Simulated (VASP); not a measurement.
# TaS2 (P-3m1) in VASP: single point with PBEsol

Aim: the single point of TaS2 with PBEsol.

Everything below comes from runs of VASP 6.6.1. Logs are shortened: lines on timing, memory, paths and dates and some standing lists are left out, and cuts for length are marked.

## (1) The cell of the first run

It takes space group P-3m1 (No. 164, trigonal). Conventional cell: a = 3.319 Å, b = 3.319 Å, c = 5.936 Å, α = 90.00°, β = 90.00°, γ = 120.00°. Within 3.2 Å of Ta (site symmetry -3m) lie 6 S at 2.46 Å. S (site symmetry 3m) has 3 Ta at 2.46 Å within 3.2 Å.

## (2) Single point, PBEsol

The input, INCAR:

```
SYSTEM = TaS2
ALGO = Normal ; EDIFF = 1E-6
ENCUT = 500 ; GGA = PS
GGA_COMPAT = .False. ; ISIF = 2
ISMEAR = -1 ; LASPH = .True.
LCHARG = .True. ; LELF = .True.
LREAL = .False. ; LVHAR = .True.
LWAVE = .False. ; NBANDS = 18
NELM = 120 ; PREC = Accurate
SIGMA = 0.05
```

The input, KPOINTS:

```
k-points
0
Gamma
  12 12 6
  0 0 0
```

The input, POSCAR:

```
TaS2
1.0
    3.3186689066      0.0000000000      0.0000000000
   -1.6593344533      2.8740515798      0.0000000000
    0.0000000000      0.0000000000      5.9359272550
Ta S
1 2
Direct
    0.0000000000      0.0000000000      0.0000000000
    0.3333333333      0.6666666667      0.2595138007
    0.6666666667      0.3333333333      0.7404861993
```

Potentials or basis: VASP PAW PBE potentials, release 64 (Ta_pv, S).

The run is started by

```sh
$ cat potpaw_PBE.64/Ta_pv/POTCAR potpaw_PBE.64/S/POTCAR > POTCAR
$ mpirun -np 1 vasp_std > vasp.out
```

OUTCAR:

```text
SYSTEM = TaS2
   EDIFF = 1E-6
   ENCUT = 500
   GGA = PS
   ISIF = 2
   ISMEAR = -1
   LASPH = .True.
   LREAL = .False.
   NELM = 120
   PREC = Accurate

 ion  position               nearest neighbor table
   1  0.000  0.000  0.000-   2 2.46   3 2.46   2 2.46   3 2.46   3 2.46   2 2.46
   2  0.333  0.667  0.260-   1 2.46   1 2.46   1 2.46
   3  0.667  0.333  0.740-   1 2.46   1 2.46   1 2.46

  LATTYP: Found a hexagonal cell.
 ALAT       =     3.3186689066
 C/A-ratio  =     1.7886470215

  Lattice vectors:

 A1 = (   3.3186689066,   0.0000000000,   0.0000000000)
 A2 = (  -1.6593344533,   2.8740515798,   0.0000000000)
 A3 = (   0.0000000000,   0.0000000000,   5.9359272550)

Analysis of symmetry for initial positions (statically):
=====================================================================
 Subroutine PRICEL returns:
 Original cell was already a primitive cell.

 Routine SETGRP: Setting up the symmetry group for a
 hexagonal supercell.

 Subroutine GETGRP returns: Found 12 space group operations
 (whereof 12 operations were pure point group operations)
 out of a pool of 24 trial point group operations.

The static configuration has the point symmetry D_3d.

Analysis of symmetry for dynamics (positions and initial velocities):
=====================================================================
 Subroutine PRICEL returns:
 Original cell was already a primitive cell.

 Routine SETGRP: Setting up the symmetry group for a
 hexagonal supercell.

 Subroutine GETGRP returns: Found 12 space group operations
 (whereof 12 operations were pure point group operations)
 out of a pool of 24 trial point group operations.

The dynamic configuration has the point symmetry D_3d.

 Subroutine INISYM returns: Found 12 space group operations
 (whereof 12 operations are pure point group operations),
 and found     1 'primitive' translations

----------------------------------------------------------------------------------------

                                     Primitive cell

  volume of cell :      56.6170

  direct lattice vectors                    reciprocal lattice vectors
     3.318668907  0.000000000  0.000000000     0.301325630  0.173970434  0.000000000
    -1.659334453  2.874051580  0.000000000     0.000000000  0.347940868  0.000000000
[... 70 lines left out ...]
   number of dos      NEDOS =    301   number of ions     NIONS =      3
   total plane-waves  NPLWV =  27648
   dimension x,y,z NGX =    24 NGY =   24 NGZ =   48
   dimension x,y,z NGXF=    48 NGYF=   48 NGZF=   96
   ions per type =               1   2
   NGX,Y,Z   is equivalent  to a cutoff of  12.02, 12.02, 13.44 a.u.
   NGXF,Y,Z  is equivalent  to a cutoff of  24.05, 24.05, 26.89 a.u.
 SYSTEM =  TaS2
   PREC   = accura    normal or accurate (medium, high low for compatibility)
   ISTART =      0    job   : 0-new  1-cont  2-samecut
   ICHARG =      2    charge: 1-file 2-atom 10-const
   ISPIN  =      1    spin polarized calculation?
   LNONCOLLINEAR =      F non collinear calculations
   LSORBIT =      F    spin-orbit coupling
   LASPH  =      T    aspherical Exc in radial PAW
   ENCUT  =  500.0 eV  36.75 Ry    6.06 a.u.   6.05  6.05 10.82*2*pi/ulx,y,z
   NELM   =    120;   NELMIN=  2; NELMDL= -5     # of ELM steps
   EDIFF  = 0.1E-05   stopping-criterion for ELM
   LREAL  =      F    real-space projection
[... 7 lines left out ...]
   TEBEG  =    0.0;   TEEND  =   0.0 temperature during run
   PSTRESS=    0.0 pullay stress
   NELECT =      23.0000    total number of electrons
   NUPDOWN=      -1.0000    fix difference up-down
   EMIN   =  10.00;   EMAX   =-10.00  energy-range for DOS
   EFERMI =   0.00;   METHOD = LEGACY
   ISMEAR =    -1;   SIGMA  =   0.05  broadening in eV -4-tet -1-fermi 0-gaus
   EFERMI_NEDOS =   21; number of points for ismear=-14 and -15
   IALGO  =     38    algorithm
   IMIX   =      4    mixing-type and parameters
     AMIX     =   0.40;   BMIX     =  1.00
     AMIX_MAG =   1.60;   BMIX_MAG =  1.00
  volume/ion in A,a.u.               =      18.87       127.36
  Fermi-wavevector in a.u.,A,eV,Ry     =   1.212463  2.291222 20.001463  1.470066
  Thomas-Fermi vector in A             =   2.347946
   LORBIT       =      0    0 simple, 1 ext, 2 COOP (PROOUT), +10 PAW based schemes
   GGA     = PS    functional components
   LHFCALC =     F    Hartree Fock is set to
   AEXX    =    0.0000 exact exchange contribution
   IVDW    =     0    specifies the selected vdW correction
   LEPSILON=     F    determine dielectric tensor
   LRPA    =     F    only Hartree local field effects (RPA)
 non-spin polarized calculation
  energy-cutoff  :      500.00
  volume of cell :       56.62
 maximum number of plane-waves:      1470
   NGX = 13   NGY = 13   NGZ = 21

 number of electron      22.9999997 magnetization

 Free energy of the ion-electron system (eV)
  ---------------------------------------------------
  ext. energy  EPLUGINS =         0.00000000
  ---------------------------------------------------
  free energy    TOTEN  =       -24.58243377 eV

  energy without entropy =      -24.57111158  energy(sigma->0) =      -24.57677267

 E-fermi :   5.5749     XC(G=0): -10.7800

 val. band max:        5.5659649988   @ k =   0.0833   0.0833   0.0000
 cond. band min:       5.6179582402   @ k =   0.1667   0.0000   0.5000
 fundamental gap:      0.0519932415
 Fermi energy:         5.5748782060

 k-point     1 :       0.0000    0.0000    0.0000
  band No.  band energies     occupation
      1     -29.5752      2.00000
      2     -29.5370      2.00000
      3     -29.5370      2.00000
      4      -9.4024      2.00000
      5      -7.4377      2.00000
      6      -1.4708      2.00000
[... 481 lines left out ...]
      5      -7.5078      2.00000
      6      -0.7848      2.00000
[... 10 lines left out ...]
     17      12.3877      0.00000
     18      12.5525      0.00000

 [... further k-points ...]
[... 5 lines left out ...]
  --------------------------------------------------------------------------------------
  -------------------------------------------------------------------------------------
  Total        0.0299941      0.0299941      0.0622967      0.0000000      0.0000000     -0.0000000
  in kB        0.8487894      0.8487894      1.7629024      0.0000000      0.0000000     -0.0000000
  external PRESSURE =       1.1534937 kB  Pullay stress =       0.0000000 kB

 VOLUME and BASIS-vectors are now :
 -----------------------------------------------------------------------------
  energy-cutoff  :      500.00
  volume of cell :       56.62
      direct lattice vectors                 reciprocal lattice vectors
     3.318668907  0.000000000  0.000000000     0.301325630  0.173970434  0.000000000
    -1.659334453  2.874051580  0.000000000     0.000000000  0.347940868  0.000000000
     0.000000000  0.000000000  5.935927255     0.000000000  0.000000000  0.168465676

 POSITION                                       TOTAL-FORCE (eV/Angst)
 -----------------------------------------------------------------------------------
      0.00000      0.00000      0.00000         0.000000      0.000000      0.000000
     -0.00000      1.91603      1.54046         0.000000     -0.000000      0.017440
      1.65933      0.95802      4.39547        -0.000000      0.000000     -0.017440
 -----------------------------------------------------------------------------------
    total drift:                                0.000000      0.000000     -0.000000

  FREE ENERGIE OF THE ION-ELECTRON SYSTEM (eV)
  ---------------------------------------------------
  free  energy   TOTEN  =       -24.5824337733 eV

  energy  without entropy=      -24.5711115752  energy(sigma->0) =      -24.57677267
```

OSZICAR:

```text
N       E                     dE             d eps       ncg     rms          rms(c)
DAV:   1     0.144087681535E+03    0.14409E+03   -0.11293E+04  3600   0.112E+03
DAV:   2    -0.196638737668E+02   -0.16375E+03   -0.16038E+03  4700   0.284E+02
DAV:   3    -0.259533261263E+02   -0.62895E+01   -0.62307E+01  4668   0.530E+01
DAV:   4    -0.260217871395E+02   -0.68461E-01   -0.68401E-01  4666   0.610E+00
DAV:   5    -0.260228670683E+02   -0.10799E-02   -0.10798E-02  4526   0.754E-01    0.200E+01
DAV:   6    -0.247266887815E+02    0.12962E+01   -0.52263E+00  4120   0.139E+01    0.102E+01
DAV:   7    -0.246036290851E+02    0.12306E+00   -0.76147E-01  3946   0.485E+00    0.427E+00
DAV:   8    -0.245855417200E+02    0.18087E-01   -0.15619E-01  4536   0.243E+00    0.104E+00
DAV:   9    -0.245827844152E+02    0.27573E-02   -0.69208E-03  4494   0.608E-01    0.484E-01
DAV:  10    -0.245824103945E+02    0.37402E-03   -0.33679E-03  4102   0.358E-01    0.871E-02
DAV:  11    -0.245824231437E+02   -0.12749E-04   -0.34569E-04  3860   0.109E-01    0.341E-02
DAV:  12    -0.245824331655E+02   -0.10022E-04   -0.30557E-05  4302   0.401E-02    0.141E-02
DAV:  13    -0.245824337733E+02   -0.60784E-06   -0.98949E-06  4332   0.204E-02
   1 F= -.24582434E+02 E0= -.24576773E+02  d E =-.113222E-01
```

stdout:

```text
POSCAR found type information on POSCAR TaS
 POSCAR found :  2 types and       3 ions
 scaLAPACK will be used
 -----------------------------------------------------------------------------
|                                                                             |
|                                                                             |
|     You enforced a specific xc type in the INCAR file but a different       |
|     I HOPE YOU KNOW WHAT YOU ARE DOING!                                     |
|                                                                             |
 -----------------------------------------------------------------------------

 LDA part: xc-table for (Slater+PW92), standard interpolation
 POSCAR, INCAR and KPOINTS ok, starting setup
 FFT: planning ... GRIDC
 FFT: planning ... GRID_SOFT
 FFT: planning ... GRID
 WAVECAR not read
 entering main loop
```

Wall time 88 s (1 thread of Intel Xeon 8259CL, shared host); peak memory 0.23 GiB.

What came out:

- Free energy: -24.5824 eV
- Pressure: 0.1 GPa
- Largest force: 0.017 eV/Å

Forces on the atoms (eV/Å):
```
Ta   0.000  0.000  0.000
S    0.000  0.000  0.017
S    0.000  0.000 -0.017
```

Stress tensor (GPa, compression positive):
```
0.08 0.00 0.00
0.00 0.08 0.00
0.00 0.00 0.18
```

Caveat: the PAW data sets were made with another functional, which shifts forces and pressure a little; spin-orbit coupling is left out, which moves the levels of the heavy elements; this functional lacks dispersion, which binds the layers, so the pressure and a relaxed spacing across them are unreliable.
